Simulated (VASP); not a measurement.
# AlBN (P4/mmm) in VASP: a series of runs

Aim: see how the results for AlBN move with the level of theory and the settings. Levels: PBE-based screened hybrid with 5 % exact exchange, PBE-based screened hybrid with 10 % exact exchange, PBE-based screened hybrid with 15 % exact exchange, PBE-based screened hybrid with 20 % exact exchange, PBE-based screened hybrid with 25 % exact exchange. Tasks: single point.

Everything below comes from runs of VASP 6.6.1. Logs are shortened: lines on timing, memory, paths and dates and some standing lists are left out, and cuts for length are marked.

## (1) The cell of the first run

It takes space group P4/mmm (No. 123, tetragonal). Conventional cell: a = 2.646 Å, b = 2.646 Å, c = 5.403 Å, α = 90.00°, β = 90.00°, γ = 90.00°. Within 2.5 Å of Al (site symmetry 4/mmm) lie 4 N at 1.87 Å. B (site symmetry 4/mmm) has 4 B at 2.65 Å and 2 Al at 2.70 Å and 8 N at 3.29 Å within 3.5 Å. Within 2.5 Å of N (site symmetry 4/mmm) lie 4 Al at 1.87 Å.

## (2) Single point, PBE-based screened hybrid with 5 % exact exchange

File POSCAR:

```
AlBN
1.0
    2.6456200000      0.0000000000      0.0000000000
    0.0000000000      2.6456200000      0.0000000000
    0.0000000000      0.0000000000      5.4026400000
Al B N
1 1 1
Direct
    0.5000000000      0.5000000000      0.0000000000
    0.5000000000      0.5000000000      0.5000000000
    0.0000000000      0.0000000000      0.0000000000
```

File INCAR.step1:

```
SYSTEM = AlBN
PREC = Accurate
ENCUT = 520
EDIFF = 1E-5
ISMEAR = -1
SIGMA = 0.05
LREAL = .FALSE.
LASPH = .TRUE.
NELM = 60
ALGO = Normal
ISIF = 2
LWAVE = .TRUE.
NBANDS = 12
GGA = PE
```

File INCAR.step2:

```
SYSTEM = AlBN
PREC = Accurate
ENCUT = 520
EDIFF = 1E-7
ISMEAR = -1
SIGMA = 0.05
LREAL = .FALSE.
LASPH = .TRUE.
NELM = 60
ALGO = Normal
ISIF = 2
LWAVE = .FALSE.
LCHARG = .TRUE.
GGA = PE
LHFCALC = .TRUE.
AEXX = 0.05
HFSCREEN = 0.2
PRECFOCK = Normal
LELF = .TRUE.
LVHAR = .TRUE.
NBANDS = 12
ISTART = 1
```

File KPOINTS:

```
Automatic mesh
0
G
  5 5 3
  0 0 0
```

Potentials or basis: VASP PAW PBE potentials, release 64 (Al, B, N).

Command:

```bash
$ cat potpaw_PBE.64/Al/POTCAR potpaw_PBE.64/B/POTCAR potpaw_PBE.64/N/POTCAR > POTCAR
$ cp INCAR.step1 INCAR
$ mpirun -np 1 vasp_std > vasp.out
$ cp INCAR.step2 INCAR
$ mpirun -np 1 vasp_std > vasp.out
```

OUTCAR:

```text
SYSTEM = AlBN
   PREC = Accurate
   ENCUT = 520
   EDIFF = 1E-7
   ISMEAR = -1
   LREAL = .FALSE.
   LASPH = .TRUE.
   NELM = 60
   ISIF = 2
   GGA = PE
   LHFCALC = .TRUE.
   AEXX = 0.05
   HFSCREEN = 0.2
   PRECFOCK = Normal
   ISTART = 1

 ion  position               nearest neighbor table
   1  0.500  0.500  0.000-   3 1.87   3 1.87   3 1.87   3 1.87   2 2.70   2 2.70
   2  0.500  0.500  0.500-   1 2.70   1 2.70
   3  0.000  0.000  0.000-   1 1.87   1 1.87   1 1.87   1 1.87

  LATTYP: Found a simple tetragonal cell.
 ALAT       =     2.6456200000
 C/A-ratio  =     2.0421073321

  Lattice vectors:

 A1 = (   2.6456200000,   0.0000000000,   0.0000000000)
 A2 = (   0.0000000000,   2.6456200000,   0.0000000000)
 A3 = (   0.0000000000,   0.0000000000,   5.4026400000)

Analysis of symmetry for initial positions (statically):
=====================================================================
 Subroutine PRICEL returns:
 Original cell was already a primitive cell.

 Routine SETGRP: Setting up the symmetry group for a
 simple tetragonal supercell.

 Subroutine GETGRP returns: Found 16 space group operations
 (whereof 16 operations were pure point group operations)
 out of a pool of 16 trial point group operations.

The static configuration has the point symmetry D_4h.

Analysis of symmetry for dynamics (positions and initial velocities):
=====================================================================
 Subroutine PRICEL returns:
 Original cell was already a primitive cell.

 Routine SETGRP: Setting up the symmetry group for a
 simple tetragonal supercell.

 Subroutine GETGRP returns: Found 16 space group operations
 (whereof 16 operations were pure point group operations)
 out of a pool of 16 trial point group operations.

The dynamic configuration has the point symmetry D_4h.

 Subroutine INISYM returns: Found 16 space group operations
 (whereof 16 operations are pure point group operations),
 and found     1 'primitive' translations

----------------------------------------------------------------------------------------

                                     Primitive cell

  volume of cell :      37.8147

  direct lattice vectors                    reciprocal lattice vectors
     2.645620000  0.000000000  0.000000000     0.377983233  0.000000000  0.000000000
     0.000000000  2.645620000  0.000000000     0.000000000  0.377983233  0.000000000
     0.000000000  0.000000000  5.402640000     0.000000000  0.000000000  0.185094694

  length of vectors
     2.645620000  2.645620000  5.402640000     0.377983233  0.377983233  0.185094694

  position of ions in fractional coordinates (direct lattice)
     0.500000000  0.500000000  0.000000000
     0.500000000  0.500000000  0.500000000
     0.000000000  0.000000000  0.000000000

  ion indices of the primitive-cell ions
   primitive index   ion index
                 1           1
                 2           2
                 3           3

----------------------------------------------------------------------------------------

 KPOINTS: Automatic mesh

Automatic generation of k-mesh.
 Grid dimensions read from file:
 generate k-points for:    5    5    3

 Generating k-lattice:

  Cartesian coordinates                     Fractional coordinates (reciprocal lattice)
     0.075596647  0.000000000  0.000000000     0.200000000  0.000000000  0.000000000
     0.000000000  0.075596647  0.000000000     0.000000000  0.200000000  0.000000000
     0.000000000  0.000000000  0.061698231     0.000000000  0.000000000  0.333333333

  Length of vectors
     0.075596647  0.075596647  0.061698231

  Shift w.r.t. Gamma in fractional coordinates (k-lattice)
     0.000000000  0.000000000  0.000000000

 Subroutine IBZKPT returns following result:
 ===========================================

 Found     12 irreducible k-points:

 Following reciprocal coordinates:
            Coordinates               Weight
  0.000000  0.000000  0.000000      1.000000
  0.200000  0.000000  0.000000      4.000000
  0.400000  0.000000  0.000000      4.000000
  0.200000  0.200000  0.000000      4.000000
  0.400000  0.200000  0.000000      8.000000
  0.400000  0.400000  0.000000      4.000000
  0.000000  0.000000  0.333333      2.000000
  0.200000  0.000000  0.333333      8.000000
  0.400000  0.000000  0.333333      8.000000
  0.200000  0.200000  0.333333      8.000000
  0.400000  0.200000  0.333333     16.000000
  0.400000  0.400000  0.333333      8.000000
   k-points           NKPTS =     12   k-points in BZ     NKDIM =     75   number of bands    NBANDS=     12
   number of dos      NEDOS =    301   number of ions     NIONS =      3
   total plane-waves  NPLWV =  16000
   dimension x,y,z NGX =    20 NGY =   20 NGZ =   40
   dimension x,y,z NGXF=    40 NGYF=   40 NGZF=   80
   ions per type =               1   1   1
   NGX,Y,Z   is equivalent  to a cutoff of  12.57, 12.57, 12.31 a.u.
   NGXF,Y,Z  is equivalent  to a cutoff of  25.14, 25.14, 24.62 a.u.
[... 29 lines left out ...]
     AMIX     =   0.40;   BMIX     =  1.00
     AMIX_MAG =   1.60;   BMIX_MAG =  1.00
  volume/ion in A,a.u.               =      12.60        85.06
  Fermi-wavevector in a.u.,A,eV,Ry     =   1.084723  2.049829 16.008933  1.176623
  Thomas-Fermi vector in A             =   2.220820
   LORBIT       =      0    0 simple, 1 ext, 2 COOP (PROOUT), +10 PAW based schemes
   GGA     = PE    functional components
   LHFCALC =     T    Hartree Fock is set to
   PRECFOCK=normal    Normal, Fast or Accurate (Low or Medium for compatibility)
   ENCUT4O =  -1.0   cutoff for four orbital integrals eV
   NKREDX  =     1    reduce k-point grid by
   NKREDY  =     1    reduce k-point grid by
   NKREDZ  =     1    reduce k-point grid by
   AEXX    =    0.0500 exact exchange contribution
   HFSCREEN=    0.2000 screening length (either q_TF or 0.3 A-1)
   HFSCREENC=   0.2000 screening length for correlation (either q_TF or 0.3 A-1)
   ENCUTFOCK=  -1.0 apply spherical cutoff to Coloumb kernel
   IVDW    =     0    specifies the selected vdW correction
   LEPSILON=     F    determine dielectric tensor
   LRPA    =     F    only Hartree local field effects (RPA)
 non-spin polarized calculation
  energy-cutoff  :      520.00
  volume of cell :       37.81
 maximum number of plane-waves:      1029
 NGX is ok and might be reduce to    20
  NGX = 16; NGY = 16; NGZ = 32

 number of electron      10.9999997 magnetization

 Free energy of the ion-electron system (eV)
  ---------------------------------------------------
  ext. energy  EPLUGINS =         0.00000000
  ---------------------------------------------------
  free energy    TOTEN  =       -16.58579660 eV

  energy without entropy =      -16.57391683  energy(sigma->0) =      -16.57985671

 E-fermi :   4.1362     XC(G=0):  -9.6684

 val. band max:        4.0283765891   @ k =   0.4000   0.2000   0.3333
 cond. band min:       4.2257928458   @ k =   0.2000   0.0000   0.3333
 fundamental gap:      0.1974162568
 Fermi energy:         4.1361620072

 k-point     1 :       0.0000    0.0000    0.0000
  band No.  band energies     occupation
      1     -12.5688      2.00000
      2      -3.6755      2.00000
      3      -1.4697      2.00000
      4       2.8349      2.00000
      5       2.8349      2.00000
      6       5.7996      0.00000
      7       9.3810      0.00000
      8      10.3236      0.00000
      9      10.3236      0.00000
     10      12.8913      0.00000
     11      16.1856      0.00000
     12      17.5773      0.00000

 k-point     2 :       0.2000    0.0000    0.0000
  band No.  band energies     occupation
      1     -12.0017      2.00000
      2      -3.0758      2.00000
      3      -0.7676      2.00000
      4       0.2486      2.00000
      5       2.9671      2.00000
      6       5.7029      0.00000
      7       7.3858      0.00000
      8      10.5271      0.00000
      9      10.6501      0.00000
     10      14.6921      0.00000
     11      14.9682      0.00000
     12      17.3772      0.00000
[... 121 lines left out ...]
 k-point    11 :       0.4000    0.2000    0.3333
  band No.  band energies     occupation
      1     -10.2659      2.00000
      2      -2.8804      2.00000
      3      -0.8538      2.00000
      4       1.0488      2.00000
      5       2.2313      2.00000
      6       4.0284      1.79240
      7       5.2571      0.00000
      8       8.7809      0.00000
      9      11.1848      0.00000
     10      13.6010      0.00000
     11      14.0122      0.00000
     12      16.6884      0.00000

 k-point    12 :       0.4000    0.4000    0.3333
  band No.  band energies     occupation
      1      -9.2827      2.00000
      2      -1.8630      2.00000
      3      -1.7179      2.00000
      4       1.0233      2.00000
      5       3.3361      2.00000
      6       4.6539      0.00006
      7       5.4004      0.00000
      8       5.5846      0.00000
      9      10.9589      0.00000
     10      13.1431      0.00000
     11      13.7049      0.00000
     12      14.3995      0.00000

------------------------ aborting loop because EDIFF is reached ----------------------------------------

  FORCE on cell =-STRESS in cart. coord.  units (eV):
  Direction    XX          YY          ZZ          XY          YZ          ZX
  --------------------------------------------------------------------------------------
  -------------------------------------------------------------------------------------
  Total       -0.1914876     -0.1914876      0.0858158      0.0000000      0.0000000      0.0000000
  in kB       -8.1131659     -8.1131659      3.6359434      0.0000000      0.0000000      0.0000000
  external PRESSURE =      -4.1967962 kB  Pullay stress =       0.0000000 kB

 VOLUME and BASIS-vectors are now :
 -----------------------------------------------------------------------------
  energy-cutoff  :      520.00
  volume of cell :       37.81
      direct lattice vectors                 reciprocal lattice vectors
     2.645620000  0.000000000  0.000000000     0.377983233  0.000000000  0.000000000
     0.000000000  2.645620000  0.000000000     0.000000000  0.377983233  0.000000000
     0.000000000  0.000000000  5.402640000     0.000000000  0.000000000  0.185094694

 POSITION                                       TOTAL-FORCE (eV/Angst)
 -----------------------------------------------------------------------------------
      1.32281      1.32281      0.00000         0.000000      0.000000      0.000000
      1.32281      1.32281      2.70132         0.000000      0.000000      0.000000
      0.00000      0.00000      0.00000         0.000000      0.000000      0.000000
 -----------------------------------------------------------------------------------
    total drift:                                0.000008     -0.000009      0.000003

  FREE ENERGIE OF THE ION-ELECTRON SYSTEM (eV)
  ---------------------------------------------------
  free  energy   TOTEN  =       -16.5857965974 eV

  energy  without entropy=      -16.5739168285  energy(sigma->0) =      -16.57985671
```

Wall time 82 s (1 thread of Intel Xeon 6975P-C (Granite Rapids), shared host); peak memory 0.24 GiB.

Results:

```
Free energy            : -16.5858 eV
Pressure               : -0.4 GPa
Band gap on the k mesh : zero (an odd number of electrons rules out a gap without spin polarisation)
```

Caveat: the k points lie up to 0.47 Å⁻¹ apart, too coarse for converged energies and pressures of a metal; the PAW data sets were made with another functional, which shifts forces and pressure a little.

## (3) Single point, PBE-based screened hybrid with 10 % exact exchange

POSCAR is that of step 2.

File INCAR.step1:

```
SYSTEM = AlBN
  PREC = Accurate
  ENCUT = 520
  EDIFF = 1E-5
  ISMEAR = -1
  SIGMA = 0.05
  LREAL = .FALSE.
  LASPH = .TRUE.
  NELM = 60
  ALGO = Normal
  ISIF = 2
  LWAVE = .TRUE.
  LCHARG = .FALSE.
  NBANDS = 12
  GGA = PE
```

File INCAR.step2:

```
SYSTEM = AlBN
  PREC = Accurate
  ENCUT = 520
  EDIFF = 1E-6
  ISMEAR = -1
  SIGMA = 0.05
  LREAL = .FALSE.
  LASPH = .TRUE.
  NELM = 60
  ALGO = Normal
  ISIF = 2
  LWAVE = .FALSE.
  LCHARG = .FALSE.
  GGA = PE
  LHFCALC = .TRUE.
  AEXX = 0.1
  HFSCREEN = 0.2
  PRECFOCK = Normal
  NBANDS = 12
  ISTART = 1
```

File KPOINTS:

```
regular mesh
0
G
  5 5 3
  0 0 0
```

Potentials or basis: VASP PAW PBE potentials, release 64 (Al, B, N).

Command:

```bash
$ cat potpaw_PBE.64/Al/POTCAR potpaw_PBE.64/B/POTCAR potpaw_PBE.64/N/POTCAR > POTCAR
$ cp INCAR.step1 INCAR
$ mpirun -np 1 vasp_std > vasp.out
$ cp INCAR.step2 INCAR
$ mpirun -np 1 vasp_std > vasp.out
```

Run time: 82 s. Hardware: 1 thread of Intel Xeon 6975P-C (Granite Rapids), shared host; peak memory 0.25 GiB.

It converged, with:

```yaml
Free_energy: -17.1440 eV
Pressure: -1.1 GPa
Band_gap_on_the_k_mesh: zero (an odd number of electrons rules out a gap without spin polarisation)
```

Stress tensor (GPa, compression positive):
```
-2.10  0.00  0.00
 0.00 -2.10  0.00
 0.00  0.00  1.02
```

Levels at points of the mesh, in eV from the Fermi level:
```tsv
k point	band 3	band 4	band 5	band 6	band 7	band 8
(0.00, 0.00, 0.00)	-5.80	-1.47	-1.47	1.76	5.37	6.38
```

Caveat: the k points lie up to 0.47 Å⁻¹ apart, too coarse for converged energies and pressures of a metal; the PAW data sets were made with another functional, which shifts forces and pressure a little.

## (4) Single point, PBE-based screened hybrid with 15 % exact exchange

POSCAR is that of step 3.

File INCAR.step1:

```
SYSTEM = AlBN
PREC = Accurate ; ENCUT = 520
EDIFF = 1E-5 ; ISMEAR = -1
SIGMA = 0.05 ; LREAL = .False.
LASPH = .True. ; NELM = 80
ALGO = Normal ; ISIF = 2
LWAVE = .True. ; LCHARG = .False.
NBANDS = 12 ; GGA = PE
```

File INCAR.step2:

```
SYSTEM = AlBN
PREC = Accurate ; ENCUT = 520
EDIFF = 1E-6 ; ISMEAR = -1
SIGMA = 0.05 ; LREAL = .False.
LASPH = .True. ; NELM = 80
ALGO = Normal ; ISIF = 2
LWAVE = .False. ; LCHARG = .False.
GGA = PE ; LHFCALC = .True.
AEXX = 0.15 ; HFSCREEN = 0.2
PRECFOCK = Normal ; NBANDS = 12
ISTART = 1
```

File KPOINTS:

```
Automatic mesh
0
Gamma
  5 5 3
  0 0 0
```

Command:

```bash
$ cat potpaw_PBE.64/Al/POTCAR potpaw_PBE.64/B/POTCAR potpaw_PBE.64/N/POTCAR > POTCAR
$ cp INCAR.step1 INCAR
$ mpirun -np 1 vasp_std > vasp.out
$ cp INCAR.step2 INCAR
$ mpirun -np 1 vasp_std > vasp.out
```

Wall time 82 s (1 thread of Intel Xeon 6975P-C (Granite Rapids), shared host); peak memory 0.24 GiB.

The run converged. Its results:

| Quantity | Value |
| --- | --- |
| Free energy | -17.7106 eV |
| Pressure | -1.7 GPa |
| Band gap on the k mesh | zero (an odd number of electrons rules out a gap without spin polarisation) |

Stress tensor (GPa, compression positive):
```
-3.37  0.00  0.00
 0.00 -3.37  0.00
 0.00  0.00  1.73
```

Levels at points of the mesh, in eV from the Fermi level:
| k point | band 1 | band 2 | band 3 | band 4 | band 5 | band 6 | band 7 | band 8 | band 9 | band 10 |
| --- | --- | --- | --- | --- | --- | --- | --- | --- | --- | --- |
| (0.00, 0.00, 0.00) | -17.61 | -8.39 | -5.99 | -1.63 | -1.63 | 1.87 | 5.51 | 6.57 | 6.57 | 9.07 |

Caveat: the k points lie up to 0.47 Å⁻¹ apart, too coarse for converged energies and pressures of a metal; the PAW data sets were made with another functional, which shifts forces and pressure a little.

## (5) Single point, PBE-based screened hybrid with 20 % exact exchange

POSCAR is that of step 4.

File INCAR.step1:

```
SYSTEM = AlBN
  PREC = Accurate
  ENCUT = 520
  EDIFF = 1E-5
  ISMEAR = -1
  SIGMA = 0.05
  LREAL = .False.
  LASPH = .True.
  NELM = 60
  ALGO = Normal
  ISIF = 2
  LWAVE = .True.
  LCHARG = .False.
  NBANDS = 12
  GGA = PE
```

File INCAR.step2:

```
SYSTEM = AlBN
  PREC = Accurate
  ENCUT = 520
  EDIFF = 1E-6
  ISMEAR = -1
  SIGMA = 0.05
  LREAL = .False.
  LASPH = .True.
  NELM = 60
  ALGO = Normal
  ISIF = 2
  LWAVE = .False.
  LCHARG = .False.
  GGA = PE
  LHFCALC = .True.
  AEXX = 0.2
  HFSCREEN = 0.2
  PRECFOCK = Normal
  NBANDS = 12
  ISTART = 1
```

KPOINTS is that of step 4.

Command:

```bash
$ cat potpaw_PBE.64/Al/POTCAR potpaw_PBE.64/B/POTCAR potpaw_PBE.64/N/POTCAR > POTCAR
$ cp INCAR.step1 INCAR
$ mpirun -np 1 vasp_std > vasp.out
$ cp INCAR.step2 INCAR
$ mpirun -np 1 vasp_std > vasp.out
```

It took 88 s on 1 thread of Intel Xeon 6975P-C (Granite Rapids), shared host; peak memory 0.24 GiB.

Results (log left out):

| Quantity | Value |
| --- | --- |
| Free energy | -18.2855 eV |
| Pressure | -2.3 GPa |
| Band gap on the k mesh | zero (an odd number of electrons rules out a gap without spin polarisation) |

Stress tensor (GPa, compression positive):
```
-4.63  0.00  0.00
 0.00 -4.63  0.00
 0.00  0.00  2.46
```

Levels at points of the mesh, in eV from the Fermi level:
| k point | band 3 | band 4 | band 5 | band 6 | band 7 | band 8 |
| --- | --- | --- | --- | --- | --- | --- |
| (0.00, 0.00, 0.00) | -6.17 | -1.78 | -1.78 | 1.99 | 5.65 | 6.77 |

Caveat: the k points lie up to 0.47 Å⁻¹ apart, too coarse for converged energies and pressures of a metal; the PAW data sets were made with another functional, which shifts forces and pressure a little.

## (6) Single point, PBE-based screened hybrid with 25 % exact exchange

POSCAR is that of step 5.

File INCAR.step1:

```
SYSTEM = AlBN
  ALGO = Normal
  EDIFF = 1E-5
  ENCUT = 520
  GGA = PE
  ISIF = 2
  ISMEAR = -1
  LASPH = .TRUE.
  LREAL = .FALSE.
  LWAVE = .TRUE.
  NBANDS = 12
  NELM = 100
  PREC = Accurate
  SIGMA = 0.05
```

File INCAR.step2:

```
SYSTEM = AlBN
  AEXX = 0.25
  ALGO = Normal
  EDIFF = 1E-7
  ENCUT = 520
  GGA = PE
  HFSCREEN = 0.2
  ISIF = 2
  ISMEAR = -1
  ISTART = 1
  LASPH = .TRUE.
  LCHARG = .TRUE.
  LELF = .TRUE.
  LHFCALC = .TRUE.
  LREAL = .FALSE.
  LVHAR = .TRUE.
  LWAVE = .FALSE.
  NBANDS = 12
  NELM = 100
  PREC = Accurate
  PRECFOCK = Normal
  SIGMA = 0.05
```

File KPOINTS:

```
k-points
0
G
  5 5 3
  0 0 0
```

Potentials or basis: VASP PAW PBE potentials, release 64 (Al, B, N).

Command:

```bash
$ cat potpaw_PBE.64/Al/POTCAR potpaw_PBE.64/B/POTCAR potpaw_PBE.64/N/POTCAR > POTCAR
$ cp INCAR.step1 INCAR
$ mpirun -np 1 vasp_std > vasp.out
$ cp INCAR.step2 INCAR
$ mpirun -np 1 vasp_std > vasp.out
```

Wall time 95 s (1 thread of Intel Xeon 6975P-C (Granite Rapids), shared host); peak memory 0.24 GiB.

It converged, with:

- Free energy: -18.8685 eV
- Pressure: -2.8 GPa
- Band gap on the k mesh: zero (an odd number of electrons rules out a gap without spin polarisation)

Stress tensor (GPa, compression positive):
```
-5.85  0.00  0.00
 0.00 -5.85  0.00
 0.00  0.00  3.21
```

Levels at points of the mesh, in eV from the Fermi level:
```csv
k point,band 1,band 2,band 3,band 4,band 5,band 6,band 7,band 8,band 9,band 10
"(0.00, 0.00, 0.00)",-18.46,-8.94,-6.34,-1.91,-1.91,2.12,5.81,6.98,6.98,9.45
```

Caveat: the k points lie up to 0.47 Å⁻¹ apart, too coarse for converged energies and pressures of a metal; the PAW data sets were made with another functional, which shifts forces and pressure a little.

## (7) Summary

```tsv
level	share of exact exchange	gap on the mesh (eV)	pressure (GPa)
PBE-based screened hybrid with 5 % exact exchange	0.05	none	-0.4
PBE-based screened hybrid with 10 % exact exchange	0.1	none	-1.1
PBE-based screened hybrid with 15 % exact exchange	0.15	none	-1.7
PBE-based screened hybrid with 20 % exact exchange	0.2	none	-2.3
PBE-based screened hybrid with 25 % exact exchange	0.25	none	-2.8
```

Alike in all rows: task single point; potentials or basis VASP PAW PBE potentials, release 64 (Al, B, N); no spin polarisation; cell as given; k mesh 5 × 5 × 3; cutoff (eV) 520; smearing fermi-dirac 0.05 eV.

Caveats: all runs use coarse meshes; the PAW data sets were made with another functional, which shifts forces and pressure a little.

Absolute energies hang on the potentials; compare differences alone.
